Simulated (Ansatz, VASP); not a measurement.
AlRu in VASP and in Ansatz

INCAR

```
ALGO = Normal ; EDIFF = 1E-6
ENCUT = 500 ; GGA = PS
GGA_COMPAT = False ; ISIF = 2
ISMEAR = 1 ; LASPH = True
LCHARG = True ; LELF = True
LREAL = False ; LVHAR = True
LWAVE = False ; NBANDS = 16
NELM = 120 ; PREC = Accurate
SIGMA = 0.15
```

KPOINTS

```
k-points
0
Gamma
  9 9 9
```

POSCAR

```
AlRu
1.0
    2.9916000000      0.0000000000      0.0000000000
    0.0000000000      2.9916000000      0.0000000000
    0.0000000000      0.0000000000      2.9916000000
Al Ru
1 1
Direct
    0.0000000000      0.0000000000      0.0000000000
    0.5000000000      0.5000000000      0.5000000000
```

Input for Ansatz:

```yaml
crystal:
  lattice:
    - [2.9916, 0.0, 0.0]
    - [0.0, 2.9916, 0.0]
    - [0.0, 0.0, 2.9916]
  atoms:
    - { symbol: Al, position: [0.0, 0.0, 0.0] }
    - { symbol: Ru, position: [0.5, 0.5, 0.5] }
kpoints:
  mp_grid:
    grid: [9, 9, 9]
hamiltonian:
  xc: pbesol
  pseudopotentials:
    kind: paw
scf:
  occupations:
    method: methfessel_paxton
    width: 0.15
output:
  forces: true
  stress: true
  eigenvalues: true
```

Alike in both runs: task single point; functional PBEsol; k mesh 9 × 9 × 9; occupations methfessel-paxton of order 1, width 0.15 eV; no spin polarisation.

```csv
,VASP,Ansatz
version,VASP 6.6.1,Ansatz 0.2.0
potentials or method,"VASP PAW PBE potentials, release 64 (Al, Ru_pv)","plane waves, PAW"
plane-wave cutoff (eV),500,420
valence electrons in the cell,17,19
```

Ansatz gave:

| Property | Result |
| --- | --- |
| gap on the k mesh at the Fermi level (eV) | none |
| pressure (GPa) | -3.4 |

Task: Which values does VASP return?

Result: gap on the k mesh at the Fermi level (eV): none; pressure (GPa): -3.3.

VASP's potentials were made for PBE, not for PBEsol. A gap of «none» marks a metal or a gap that the smearing closes. With one functional, cell and mesh, what is left measures potentials, basis and numerics. VASP's potentials hold 17 valence electrons a cell and Ansatz's 19, so a difference there can come from the potentials and not from the codes.
